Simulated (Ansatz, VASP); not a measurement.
TiC: VASP beside Ansatz

```
CELL_PARAMETERS angstrom
3.06816 -4.67643 0.00000
3.06816 4.67643 0.00000
0.00000 0.00000 3.91319
ATOMIC_POSITIONS crystal
Ti 0.13889 0.86111 0.50000
Ti 0.86111 0.13889 0.50000
Ti 0.50000 0.50000 0.50000
C 0.00000 0.50000 0.50000
C 0.50000 0.00000 0.50000
C 0.50000 0.50000 0.00000
```

Alike in both runs: task relaxation of cell and atoms; functional PBE; k mesh 8 × 8 × 10; occupations gaussian, width 0.1 eV; no spin polarisation.

```csv
,VASP,Ansatz
version,VASP 6.6.1,Ansatz 0.2.0
potentials or method,"VASP PAW PBE potentials, release 64 (Ti_sv, C), cutoff 600 eV","scalar-relativistic, plane waves, PAW"
valence electrons in the cell,48,48
```

Ansatz gave:

| Item | Value |
| --- | --- |
| gap on the k mesh at the Fermi level, each at its own relaxed structure (eV) | none |
| relaxed volume (Å³/atom) | 18.62 |
| relaxed cell length with the largest relative difference (Å) | 5.573 |

Problem. Which values does VASP return?

Solution. gap on the k mesh at the Fermi level, each at its own relaxed structure (eV): none; relaxed volume (Å³/atom): 18.53; relaxed cell length with the largest relative difference (Å): 5.555.

A gap of «none» marks a metal or a gap that the smearing closes.
